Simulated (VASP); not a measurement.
Crystal: Rb4Br.

```
CELL_PARAMETERS angstrom
5.91307 0.00000 0.00000
0.00000 5.91307 0.00000
0.00000 0.00000 8.36234
ATOMIC_POSITIONS crystal
Rb 0.50000 0.00000 0.25000
Rb 0.00000 0.50000 0.75000
Rb 0.50000 0.00000 0.75000
Rb 0.00000 0.50000 0.25000
Br 0.00000 0.00000 0.00000
```

This cell differs from its parent crystal: atoms taken out.

| Property | Result |
| --- | --- |
| Program | VASP 6.6.1 |
| Task | relaxation of cell and atoms |
| Functional | PBE |
| Potentials or basis | VASP PAW PBE potentials, release 64 (Rb_sv, Br) |
| Cutoff | 600 eV |
| k mesh | 6 × 6 × 6 |
| Occupations | gaussian, width 0.1 eV |
| Spin | no spin polarisation |

At the start: pressure 1.0 GPa; volume 58.48 Å³/atom.

How do energy, volume and symmetry change on relaxing?

Over 10 steps the energy falls by 32.1 meV/atom and the volume is 70.03 Å³/atom (+19.8 %); space group P4/mmm (No. 123, to 0.1 Å) before and after.

Step by step:
```csv
step,energy change (eV),largest force (eV/Å),pressure (GPa),volume (Å³)
1,0.0000,0.0274,1.01,292.38
2,-0.0809,0.0427,0.63,308.23
3,-0.1496,0.0640,0.09,340.52
4,-0.1515,0.0672,0.01,346.75
5,-0.1515,0.0676,-0.01,347.90
6,-0.1528,0.0621,-0.01,348.04
7,-0.1561,0.0480,-0.01,348.44
8,-0.1595,0.0199,0.00,349.24
9,-0.1597,0.0104,0.00,349.52
10,-0.1607,0.0020,0.00,350.13
```

Final structure:
```
CELL_PARAMETERS angstrom
6.25749 0.00000 0.00000
0.00000 6.25749 0.00000
0.00000 0.00000 8.94200
ATOMIC_POSITIONS crystal
Rb 0.50000 0.00000 0.24194
Rb 0.00000 0.50000 0.75806
Rb 0.50000 0.00000 0.75806
Rb 0.00000 0.50000 0.24194
Br 0.00000 0.00000 0.00000
```

Caveat: the cell differs from its parent crystal (atoms taken out); the volume moved by over 15 % at a fixed basis, so the end points are rough.
